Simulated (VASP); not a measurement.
## Sc2SiF2: single point with PBE

Sc2SiF2:

```
Sc Si F
1.0
     3.74705    0.00000    0.00000
    -1.87353    3.24504    0.00000
     0.00000    0.00000    6.38314
Sc Si F
2 1 2
Direct
  0.33333 0.66667 0.24860
  0.66667 0.33333 0.75140
  0.00000 0.00000 0.00000
  0.33333 0.66667 0.60284
  0.66667 0.33333 0.39716
```

The cell was generated, and may not be a known phase.

```yaml
Program: VASP 6.6.1
Task: single point
Functional: PBE
Potentials_or_basis: VASP PAW PBE potentials, release 64 (Sc_sv, Si, F)
Cutoff: 600 eV
k_mesh: 12 × 12 × 6
Occupations: gaussian, width 0.1 eV
Spin: no spin polarisation
```

- Pressure: 0.1 GPa
- Largest force: 0.021 eV/Å
- Band gap on the k mesh: zero (bands 20 and 21 overlap by 0.23 eV)

Forces on the atoms (eV/Å):
```
Sc   0.000  0.000 -0.021
Sc   0.000  0.000  0.021
Si   0.000  0.000  0.000
F    0.000  0.000  0.008
F    0.000  0.000 -0.008
```

Stress tensor (GPa, compression positive):
```
0.08 0.00 0.00
0.00 0.08 0.00
0.00 0.00 0.24
```

Levels at points of the mesh, in eV from the Fermi level:
```csv
k point,band 17,band 18,band 19,band 20,band 21,band 22,band 23,band 24
"(0.00, 0.00, 0.00)",-6.67,-2.11,0.03,0.03,0.57,0.89,0.89,1.79
"(0.50, 0.00, 0.00)",-6.29,-3.20,-1.59,-0.69,-0.14,1.84,1.92,1.96
"(0.00, 0.00, 0.50)",-6.21,-2.59,0.09,0.09,0.63,1.04,1.04,1.59
"(0.50, 0.00, 0.50)",-6.23,-2.91,-1.73,-0.73,0.23,1.68,2.02,2.13
```

Wall time 2.9 min on 1 thread of Oxide Virtual Turin-like Processor (shared host), peak memory 0.34 GiB.

Caveat: semilocal functionals underestimate gaps, and a narrow one can read as zero.
